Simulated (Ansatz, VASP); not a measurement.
One calculation of Zn, two programs

File INCAR:

```
ALGO     = Normal         # electronic algorithm
EDIFF    = 1E-6           # SCF threshold, eV
ENCUT    = 520            # plane-wave cutoff, eV
GGA      = PS             # functional
ISIF     = 2              # what is computed and relaxed
ISMEAR   = -1             # smearing method
LASPH    = T              # aspherical terms in the spheres
LCHARG   = F              # write CHGCAR
LREAL    = F              # projectors in reciprocal space
LWAVE    = F              # write WAVECAR
NBANDS   = 19             # bands
NELM     = 60             # most SCF steps
PREC     = Accurate       # precision mode
SIGMA    = 0.03           # smearing width, eV
```

Contents of KPOINTS:

```
k-points
0
Gamma
  18 18 9
```

File POSCAR:

```
Zn
1.0
    2.5614445404      0.0000000000      0.0000000000
   -1.2807222702      2.2182760424      0.0000000000
    0.0000000000      0.0000000000      4.7745270880
Zn
2
Direct
    0.3333333333      0.6666666667      0.2500000000
    0.6666666667      0.3333333333      0.7500000000
```

Input for Ansatz:

```yaml
crystal:
  lattice:
    - [2.5614445404, 0.0, 0.0]
    - [-1.2807222702, 2.2182760424, 0.0]
    - [0.0, 0.0, 4.774527088]
  atoms:
    - { symbol: Zn, position: [0.3333333333, 0.6666666667, 0.25] }
    - { symbol: Zn, position: [0.6666666667, 0.3333333333, 0.75] }
kpoints:
  mp_grid: { grid: [18, 18, 9] }
scf:
  occupations: { method: fermi_dirac, width: 0.03 }
hamiltonian:
  xc: pbesol
  pseudopotentials: { kind: all_electron, lapw: { basis_error: 0.0005 } }
output:
  forces: true
  stress: true
  eigenvalues: true
```

Change from the starting cell: volume scaled by 0.9405.

Alike in both runs: task single point; functional PBEsol; k mesh 18 × 18 × 9; occupations fermi-dirac, width 0.03 eV; no spin polarisation.

|  | VASP | Ansatz |
| --- | --- | --- |
| version | VASP 6.6.1 | Ansatz 0.2.0 |
| potentials or method | VASP PAW PBE potentials, release 64 (Zn), cutoff 520 eV | all-electron LAPW, scalar-relativistic |

|  | VASP | Ansatz | Ansatz less VASP |
| --- | --- | --- | --- |
| pressure (GPa) | 5.4 | 4.8 | -0.57 |
| traceless stress, the component that is largest in VASP (GPa) | -0.04 | 0.13 | +0.179 |

VASP's potentials were made for PBE, not for PBEsol. Ansatz ran all-electron here, and VASP with PAW potentials.
